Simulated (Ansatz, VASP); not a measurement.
## Y2GeS4 in VASP and in Ansatz

File INCAR:

```
SYSTEM = Y2GeS4
  PREC = Accurate
  ENCUT = 600
  EDIFF = 1E-6
  ISMEAR = 0
  SIGMA = 0.15
  LREAL = .False.
  LASPH = .True.
  NELM = 60
  ALGO = Normal
  ISIF = 3
  LWAVE = .False.
  LCHARG = .False.
  GGA = PE
  IBRION = 2
  NSW = 36
  EDIFFG = -0.08
```

The input KPOINTS:

```
regular mesh
0
Gamma
  3 3 2
  0 0 0
```

POSCAR

```
Y2GeS4
1.0
    6.9350000000     -1.8850000000      0.0000000000
    6.9350000000      1.8850000000      0.0000000000
   -2.9430394400      0.0000000000      5.8515825900
Y Ge S
2 1 4
Direct
    0.2600000000      0.2600000000      0.2800000000
    0.7400000000      0.7400000000      0.7200000000
    0.0000000000      0.0000000000      0.0000000000
    0.8800000000      0.8800000000      0.5400000000
    0.3650000000      0.3650000000      0.0250000000
    0.1200000000      0.1200000000      0.4600000000
    0.6350000000      0.6350000000      0.9750000000
```

Input for Ansatz:

```yaml
crystal:
  lattice:
    - [6.935, -1.885, 0.0]
    - [6.935, 1.885, 0.0]
    - [-2.94303944, 0.0, 5.85158259]
  atoms:
    - { symbol: "Y", position: [0.26, 0.26, 0.28] }
    - { symbol: "Y", position: [0.74, 0.74, 0.72] }
    - { symbol: Ge, position: [0.0, 0.0, 0.0] }
    - { symbol: S, position: [0.88, 0.88, 0.54] }
    - { symbol: S, position: [0.365, 0.365, 0.025] }
    - { symbol: S, position: [0.12, 0.12, 0.46] }
    - { symbol: S, position: [0.635, 0.635, 0.975] }
basis:
  ecutwfc: 420
kpoints:
  mp_grid: { grid: [3, 3, 2] }
hamiltonian:
  xc: pbe
scf:
  occupations: { method: gaussian, width: 0.15 }
  lower_state_search: "off"
output:
  forces: true
  stress: true
  eigenvalues: true
relax:
  adjacent_minimum: "off"
  f_tol: 0.08
  max_steps: 16
  cell: { stress_tol: 0.8 }
```

Alike in both runs: task relaxation of cell and atoms; functional PBE; k mesh 3 × 3 × 2; occupations gaussian, width 0.15 eV; no spin polarisation.

|  | VASP | Ansatz |
| --- | --- | --- |
| version | VASP 6.6.1 | Ansatz 0.2.0 |
| potentials or method | VASP PAW PBE potentials, release 64 (Y_sv, Ge_d, S), cutoff 600 eV | scalar-relativistic, plane waves, PAW |
| valence electrons in the cell | 60 | 60 |

VASP gave:

| Quantity | Value |
| --- | --- |
| gap on the k mesh at the Fermi level, each at its own relaxed structure (eV) | 1.40 |
| relaxed volume (Å³/atom) | 24.71 |
| relaxed cell length with the largest relative difference (Å) | 7.417 |

Q: Which values does Ansatz return?

A: gap on the k mesh at the Fermi level, each at its own relaxed structure (eV): 1.41; relaxed volume (Å³/atom): 24.62; relaxed cell length with the largest relative difference (Å): 7.358.

The k mesh is coarse, so the values compare programs but aren't converged.
